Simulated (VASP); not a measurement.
Here is a VASP 6.6.1 calculation.

The input INCAR:

```
SYSTEM = Sn5PbSe6
PREC     = Accurate       ! precision mode
ENCUT    = 520            ! plane-wave cutoff, eV
EDIFF    = 1E-6           ! SCF threshold, eV
ISMEAR   = 0              ! smearing method
SIGMA    = 0.1            ! smearing width, eV
LREAL    = .FALSE.        ! projectors in reciprocal space
LASPH    = .TRUE.         ! aspherical terms in the spheres
NELM     = 80             ! most SCF steps
ALGO     = Normal         ! electronic algorithm
ISIF     = 2              ! what is computed and relaxed
LWAVE    = .FALSE.        ! write WAVECAR
LCHARG   = .TRUE.         ! write CHGCAR
GGA      = PE             ! functional
LELF     = .TRUE.         ! ELF
LVHAR    = .TRUE.       
NBANDS   = 72             ! bands
```

The input KPOINTS:

```
regular mesh
0
G
  4 4 1
  0 0 0
```

File POSCAR:

```
Sn5PbSe6
1.0
    4.3151051300      0.0000000000      0.0000000000
    0.0000000000      4.3151051300      0.0000000000
    0.0000000000      0.0000000000     18.3074405900
Sn Pb Se
5 1 6
Direct
    0.0000000000      0.0000000000      0.6666666700
    0.5000000000      0.5000000000      0.8333333300
    0.5000000000      0.5000000000      0.1666666700
    0.0000000000      0.0000000000      0.3333333300
    0.5000000000      0.5000000000      0.5000000000
    0.0000000000      0.0000000000      0.0000000000
    0.0000000000      0.0000000000      0.8333333300
    0.5000000000      0.5000000000      0.0000000000
    0.0000000000      0.0000000000      0.1666666700
    0.5000000000      0.5000000000      0.3333333300
    0.0000000000      0.0000000000      0.5000000000
    0.5000000000      0.5000000000      0.6666666700
```

Potentials or basis: VASP PAW PBE potentials, release 64 (Sn_d, Pb_d, Se).

Run with:

```sh
$ cat potpaw_PBE.64/Sn_d/POTCAR potpaw_PBE.64/Pb_d/POTCAR potpaw_PBE.64/Se/POTCAR > POTCAR
$ mpirun -np 1 vasp_std > vasp.out
```

Task: Estimate the largest force.

Result: 0.212 eV/Å.

Task: What does it give for the pressure?

Result: -0.4 GPa.

Forces on the atoms (eV/Å):
```
Sn   0.000  0.000  0.006
Sn   0.000  0.000 -0.020
Sn   0.000  0.000  0.020
Sn   0.000  0.000 -0.006
Sn   0.000  0.000  0.000
Pb   0.000  0.000  0.000
Se   0.000  0.000 -0.212
Se   0.000  0.000  0.000
Se   0.000  0.000  0.212
Se   0.000  0.000 -0.002
Se   0.000  0.000  0.000
Se   0.000  0.000  0.002
```
